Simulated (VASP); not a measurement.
Here is a VASP 6.6.1 calculation.

The input INCAR:

```
  ALGO = Normal
  EDIFF = 1E-8
  ENCUT = 400
  GGA = PS
  GGA_COMPAT = False
  ISIF = 2
  ISMEAR = -1
  LASPH = True
  LCHARG = False
  LEFG = True
  LREAL = False
  LWAVE = False
  NBANDS = 19
  NELM = 120
  PREC = Accurate
  SIGMA = 0.05
```

File KPOINTS:

```
k-points
0
Gamma
  14 14 7
```

POSCAR

```
TiS2
1.0
    3.4120005726      0.0000000000      0.0000000000
   -1.7060002863      2.9548791736      0.0000000000
    0.0000000000      0.0000000000      5.8658500000
Ti S
1 2
Direct
    0.0000000000      0.0000000000      0.0000000000
    0.3333333333      0.6666666667      0.2500000000
    0.6666666667      0.3333333333      0.7500000000
```

Potentials or basis: VASP PAW PBE potentials, release 64 (Ti_sv, S).

Run with:

```console
$ cat potpaw_PBE.64/Ti_sv/POTCAR potpaw_PBE.64/S/POTCAR > POTCAR
$ mpirun -np 1 vasp_std > vasp.out
```

(1) Predict the band gap on the k mesh.

(2) Estimate the largest force.

## Answers

(1) zero (bands 12 and 13 overlap by 0.25 eV).

(2) 0.733 eV/Å.

Caveat: the cell differs from its parent crystal (zz strain of +3 %); the cell stands under tension; without QUAD_EFG the Cq values of the log hold for a quadrupole moment of 1 mb, not for the nuclei; the PAW data sets were made with another functional, which shifts forces and pressure a little.
